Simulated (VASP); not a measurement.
# HfO2 (k06) (Fm-3m) in VASP: single point with PBEsol

Aim: the single point of HfO2 (k06) with PBEsol.

All numbers are computed with VASP 6.6.1; they aren't measurements. Logs are shortened: lines on timing, memory, paths and dates and some standing lists are left out, and cuts for length are marked.

## 1. The cell of the first run

It takes space group Fm-3m (No. 225, cubic). The conventional cell has a = 5.045 Å, b = 5.045 Å, c = 5.045 Å, α = 90.00°, β = 90.00°, γ = 90.00°. Within 2.9 Å of Hf (site symmetry m-3m) lie 8 O at 2.18 Å. Within 2.9 Å of O (site symmetry -43m) lie 4 Hf at 2.18 Å and 6 O at 2.52 Å.

## 2. Single point, PBEsol

INCAR

```
PREC     = Accurate       # precision mode
ENCUT    = 600            # plane-wave cutoff, eV
EDIFF    = 1E-6           # SCF threshold, eV
ISMEAR   = 0              # smearing method
SIGMA    = 0.02           # smearing width, eV
LREAL    = False          # projectors in reciprocal space
LASPH    = True           # aspherical terms in the spheres
NELM     = 120            # most SCF steps
ALGO     = Normal         # electronic algorithm
ISIF     = 2              # what is computed and relaxed
LWAVE    = False          # write WAVECAR
LCHARG   = False          # write CHGCAR
GGA      = PS             # functional
NBANDS   = 18             # bands
GGA_COMPAT= False
```

KPOINTS

```
regular mesh
0
Gamma
  12 12 12
```

POSCAR

```
HfO2
1.0
    0.0000000000      2.5222551871      2.5222551871
    2.5222551871      0.0000000000      2.5222551871
    2.5222551871      2.5222551871      0.0000000000
Hf O
1 2
Direct
    0.0000000000      0.0000000000      0.0000000000
    0.7500000000      0.7500000000      0.7500000000
    0.2500000000      0.2500000000      0.2500000000
```

Potentials or basis: VASP PAW PBE potentials, release 64 (Hf_pv, O).

The run is started by

```sh
> cat potpaw_PBE.64/Hf_pv/POTCAR potpaw_PBE.64/O/POTCAR > POTCAR
> mpirun -np 1 vasp_std > vasp.out
```

OUTCAR:

```text
PREC = Accurate
   ENCUT = 600
   EDIFF = 1E-6
   ISMEAR = 0
   LREAL = False
   LASPH = True
   NELM = 120
   ISIF = 2
   GGA = PS

 ion  position               nearest neighbor table
   1  0.000  0.000  0.000-   2 2.18   2 2.18   2 2.18   2 2.18   3 2.18   3 2.18   3 2.18   3 2.18

   2  0.750  0.750  0.750-   1 2.18   1 2.18   1 2.18   1 2.18
   3  0.250  0.250  0.250-   1 2.18   1 2.18   1 2.18   1 2.18

  LATTYP: Found a face centered cubic cell.
 ALAT       =     5.0445103742

  Lattice vectors:

 A1 = (   0.0000000000,   2.5222551871,   2.5222551871)
 A2 = (   2.5222551871,   0.0000000000,   2.5222551871)
 A3 = (   2.5222551871,   2.5222551871,   0.0000000000)

Analysis of symmetry for initial positions (statically):
=====================================================================
 Subroutine PRICEL returns:
 Original cell was already a primitive cell.

 Routine SETGRP: Setting up the symmetry group for a
 face centered cubic supercell.

 Subroutine GETGRP returns: Found 48 space group operations
 (whereof 48 operations were pure point group operations)
 out of a pool of 48 trial point group operations.

The static configuration has the point symmetry O_h .

Analysis of symmetry for dynamics (positions and initial velocities):
=====================================================================
 Subroutine PRICEL returns:
 Original cell was already a primitive cell.

 Routine SETGRP: Setting up the symmetry group for a
 face centered cubic supercell.

 Subroutine GETGRP returns: Found 48 space group operations
 (whereof 48 operations were pure point group operations)
 out of a pool of 48 trial point group operations.

The dynamic configuration has the point symmetry O_h .

 Subroutine INISYM returns: Found 48 space group operations
 (whereof 48 operations are pure point group operations),
 and found     1 'primitive' translations

----------------------------------------------------------------------------------------

                                     Primitive cell

  volume of cell :      32.0920

  direct lattice vectors                    reciprocal lattice vectors
     0.000000000  2.522255187  2.522255187    -0.198235295  0.198235295  0.198235295
     2.522255187  0.000000000  2.522255187     0.198235295 -0.198235295  0.198235295
     2.522255187  2.522255187  0.000000000     0.198235295  0.198235295 -0.198235295

  length of vectors
     3.567007493  3.567007493  3.567007493     0.343353602  0.343353602  0.343353602

  position of ions in fractional coordinates (direct lattice)
     0.000000000  0.000000000  0.000000000
     0.750000000  0.750000000  0.750000000
     0.250000000  0.250000000  0.250000000

  ion indices of the primitive-cell ions
   primitive index   ion index
                 1           1
                 2           2
                 3           3

----------------------------------------------------------------------------------------

 KPOINTS: regular mesh

Automatic generation of k-mesh.
 Grid dimensions read from file:
 generate k-points for:   12   12   12

 Generating k-lattice:

  Cartesian coordinates                     Fractional coordinates (reciprocal lattice)
    -0.016519608  0.016519608  0.016519608     0.083333333  0.000000000  0.000000000
     0.016519608 -0.016519608  0.016519608     0.000000000  0.083333333  0.000000000
     0.016519608  0.016519608 -0.016519608     0.000000000  0.000000000  0.083333333

  Length of vectors
     0.028612800  0.028612800  0.028612800

  Shift w.r.t. Gamma in fractional coordinates (k-lattice)
     0.000000000  0.000000000  0.000000000

 Subroutine IBZKPT returns following result:
 ===========================================

 Found     72 irreducible k-points:

 Following reciprocal coordinates:
            Coordinates               Weight
  0.000000  0.000000  0.000000      1.000000
  0.083333  0.000000  0.000000      8.000000
  0.166667  0.000000  0.000000      8.000000
  0.250000  0.000000  0.000000      8.000000
  0.333333  0.000000  0.000000      8.000000
  0.416667  0.000000  0.000000      8.000000
[... 16 lines left out ...]
  0.500000  0.166667  0.000000     24.000000
 -0.416667  0.166667  0.000000     24.000000
 [... further k-points ...]
   k-points           NKPTS =     72   k-points in BZ     NKDIM =     72   number of bands    NBANDS=     18
   number of dos      NEDOS =    301   number of ions     NIONS =      3
   total plane-waves  NPLWV =  21952
   dimension x,y,z NGX =    28 NGY =   28 NGZ =   28
   dimension x,y,z NGXF=    56 NGYF=   56 NGZF=   56
   ions per type =               1   2
   NGX,Y,Z   is equivalent  to a cutoff of  13.05, 13.05, 13.05 a.u.
   NGXF,Y,Z  is equivalent  to a cutoff of  26.10, 26.10, 26.10 a.u.
 SYSTEM =  unknown system
   PREC   = accura    normal or accurate (medium, high low for compatibility)
   ISTART =      0    job   : 0-new  1-cont  2-samecut
   ICHARG =      2    charge: 1-file 2-atom 10-const
   ISPIN  =      1    spin polarized calculation?
   LNONCOLLINEAR =      F non collinear calculations
   LSORBIT =      F    spin-orbit coupling
   LASPH  =      T    aspherical Exc in radial PAW
   ENCUT  =  600.0 eV  44.10 Ry    6.64 a.u.   7.12  7.12  7.12*2*pi/ulx,y,z
   NELM   =    120;   NELMIN=  2; NELMDL= -5     # of ELM steps
   EDIFF  = 0.1E-05   stopping-criterion for ELM
   LREAL  =      F    real-space projection
   EDIFFG = 0.1E-04   stopping-criterion for IOM
   NSW    =      0    number of steps for IOM
   IBRION =     -1    ionic relax: 0-MD 1-quasi-New 2-CG
   NFREE  =      0    steps in history (QN), initial steepest desc. (CG)
   ISIF   =      2    stress and relaxation
   ISYM   =      2    0-nonsym 1-usesym 2-fastsym
   POTIM  = 0.5000    time-step for ionic-motion
   TEBEG  =    0.0;   TEEND  =   0.0 temperature during run
   PSTRESS=    0.0 pullay stress
   NELECT =      22.0000    total number of electrons
   NUPDOWN=      -1.0000    fix difference up-down
   EMIN   =  10.00;   EMAX   =-10.00  energy-range for DOS
   EFERMI =   0.00;   METHOD = LEGACY
   ISMEAR =     0;   SIGMA  =   0.02  broadening in eV -4-tet -1-fermi 0-gaus
   EFERMI_NEDOS =   21; number of points for ismear=-14 and -15
   IALGO  =     38    algorithm
   IMIX   =      4    mixing-type and parameters
     AMIX     =   0.40;   BMIX     =  1.00
     AMIX_MAG =   1.60;   BMIX_MAG =  1.00
  volume/ion in A,a.u.               =      10.70        72.19
  Fermi-wavevector in a.u.,A,eV,Ry     =   1.443500  2.727819 28.350343  2.083691
  Thomas-Fermi vector in A             =   2.561900
   LORBIT       =      0    0 simple, 1 ext, 2 COOP (PROOUT), +10 PAW based schemes
   GGA     = PS    functional components
   LHFCALC =     F    Hartree Fock is set to
   AEXX    =    0.0000 exact exchange contribution
   IVDW    =     0    specifies the selected vdW correction
   LEPSILON=     F    determine dielectric tensor
   LRPA    =     F    only Hartree local field effects (RPA)
 non-spin polarized calculation
 Gauss-broadening in eV      SIGMA  =   0.02
  energy-cutoff  :      600.00
  volume of cell :       32.09
 maximum number of plane-waves:      1090
   NGX = 15   NGY = 15   NGZ = 15

 number of electron      21.9999993 magnetization

 Free energy of the ion-electron system (eV)
  ---------------------------------------------------
  ext. energy  EPLUGINS =         0.00000000
  ---------------------------------------------------
  free energy    TOTEN  =       -31.63691788 eV

  energy without entropy =      -31.63691788  energy(sigma->0) =      -31.63691788

 E-fermi :   4.4682     XC(G=0): -12.1855

 val. band max:        4.2597688638   @ k =   0.5000   0.5000   0.0000
 cond. band min:       7.9710340845   @ k =   0.5000   0.5000   0.0000
 fundamental gap:      3.7112652207
 Fermi energy:         4.4682384473

 k-point     1 :       0.0000    0.0000    0.0000
  band No.  band energies     occupation
      1     -25.2966      2.00000
      2     -25.2966      2.00000
      3     -25.2966      2.00000
      4     -14.5232      2.00000
      5     -11.3473      2.00000
      6      -1.2354      2.00000
[... 10 lines left out ...]
     17      14.8699      0.00000
     18      17.9358      0.00000

 k-point     2 :       0.0833    0.0000    0.0000
  band No.  band energies     occupation
      1     -25.3308      2.00000
      2     -25.3003      2.00000
      3     -25.3003      2.00000
      4     -14.4223      2.00000
      5     -11.4322      2.00000
      6      -1.1650      2.00000
[... 10 lines left out ...]
     17      14.7341      0.00000
     18      17.8450      0.00000

 k-point     3 :       0.1667    0.0000    0.0000
  band No.  band energies     occupation
      1     -25.4223      2.00000
      2     -25.3103      2.00000
      3     -25.3103      2.00000
      4     -14.1482      2.00000
      5     -11.6449      2.00000
      6      -0.9701      2.00000
[... 10 lines left out ...]
     17      14.4178      0.00000
     18      17.5506      0.00000

 k-point     4 :       0.2500    0.0000    0.0000
  band No.  band energies     occupation
      1     -25.5426      2.00000
      2     -25.3239      2.00000
      3     -25.3239      2.00000
      4     -13.7842      2.00000
      5     -11.8866      2.00000
      6      -0.7001      2.00000
[... 375 lines left out ...]
      4     -13.1036      2.00000
      5     -12.2297      2.00000
      6      -0.5360      2.00000
[... 10 lines left out ...]
     17      14.5918      0.00000
     18      17.0982      0.00000

 k-point    23 :       0.5000    0.1667    0.0000
  band No.  band energies     occupation
      1     -25.7239      2.00000
      2     -25.4289      2.00000
      3     -25.3712      2.00000
      4     -13.0047      2.00000
      5     -12.2058      2.00000
      6      -0.6270      2.00000
[... 10 lines left out ...]
     17      14.6540      0.00000
     18      17.1488      0.00000

 k-point    24 :      -0.4167    0.1667    0.0000
  band No.  band energies     occupation
      1     -25.7248      2.00000
      2     -25.4442      2.00000
      3     -25.3643      2.00000
      4     -13.0003      2.00000
      5     -12.1929      2.00000
      6      -0.6673      2.00000
[... 10 lines left out ...]
     17      14.6514      0.00000
     18      17.1567      0.00000

 [... further k-points ...]

------------------------ aborting loop because EDIFF is reached ----------------------------------------

  FORCE on cell =-STRESS in cart. coord.  units (eV):
  Direction    XX          YY          ZZ          XY          YZ          ZX
  --------------------------------------------------------------------------------------
  -------------------------------------------------------------------------------------
  Total       -0.8087828     -0.8087828     -0.8087828      0.0000000     -0.0000000      0.0000000
  in kB      -40.3780590    -40.3780590    -40.3780590      0.0000000     -0.0000000      0.0000000
  external PRESSURE =     -40.3780590 kB  Pullay stress =       0.0000000 kB

 VOLUME and BASIS-vectors are now :
 -----------------------------------------------------------------------------
  energy-cutoff  :      600.00
  volume of cell :       32.09
      direct lattice vectors                 reciprocal lattice vectors
     0.000000000  2.522255187  2.522255187    -0.198235295  0.198235295  0.198235295
     2.522255187  0.000000000  2.522255187     0.198235295 -0.198235295  0.198235295
     2.522255187  2.522255187  0.000000000     0.198235295  0.198235295 -0.198235295

 POSITION                                       TOTAL-FORCE (eV/Angst)
 -----------------------------------------------------------------------------------
      0.00000      0.00000      0.00000         0.000000     -0.000000     -0.000000
      3.78338      3.78338      3.78338        -0.000000     -0.000000     -0.000000
      1.26113      1.26113      1.26113        -0.000000      0.000000      0.000000
 -----------------------------------------------------------------------------------
    total drift:                                0.000000      0.000000      0.000000

  FREE ENERGIE OF THE ION-ELECTRON SYSTEM (eV)
  ---------------------------------------------------
  free  energy   TOTEN  =       -31.6369178758 eV

  energy  without entropy=      -31.6369178758  energy(sigma->0) =      -31.63691788
```

It took 74 s on 1 thread of Intel Xeon 8259CL, shared host; peak memory 0.19 GiB.

What came out:

* Free energy: -31.6369 eV
* Pressure: -4.0 GPa
* Band gap on the k mesh: 3.71 eV, direct

Caveat: the PAW data sets were made with another functional, which shifts forces and pressure a little; spin-orbit coupling is left out, which moves the levels of the heavy elements.
